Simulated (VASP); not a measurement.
KI, 2 atoms in the cell. The structure is cubic, space group Fm-3m (No. 225). The conventional cell has a = 6.954 Å, b = 6.954 Å, c = 6.954 Å, α = 90.00°, β = 90.00°, γ = 90.00°. K (site symmetry m-3m) has 6 I at 3.48 Å within 4.6 Å. Within 4.6 Å of I (site symmetry m-3m) lie 6 K at 3.48 Å.  This cell differs from its parent crystal: volume scaled by 0.96.

* Program: VASP 6.6.1
* Task: single point
* Functional: PBEsol
* Potentials or basis: VASP PAW PBE potentials, release 64 (K_sv, I)
* Cutoff: 520 eV
* k mesh: 8 × 8 × 8
* Occupations: fermi-dirac, width 0.01 eV
* Spin: no spin polarisation
* Dipole correction: no
* Further INCAR settings: ALGO = Normal; EDIFF = 1e-06; NBANDS = 15

Potentials or basis: VASP PAW PBE potentials, release 64 (K_sv, I).

Run with:

```console
$ cat potpaw_PBE.64/K_sv/POTCAR potpaw_PBE.64/I/POTCAR > POTCAR
$ mpirun -np 1 vasp_std > vasp.out
```

Hardware: 1 thread of Intel(R) Xeon(R) Platinum 8259CL CPU @ 2.50GHz (Skylake/Cascade Lake), on a shared host.

Problem. Estimate the wall time of this run.

Solution. Wall time 33 s on 1 thread of Intel(R) Xeon(R) Platinum 8259CL CPU @ 2.50GHz (Skylake/Cascade Lake), on a shared host, peak memory 0.25 GiB. Counts: scf iterations 12, k points 29.
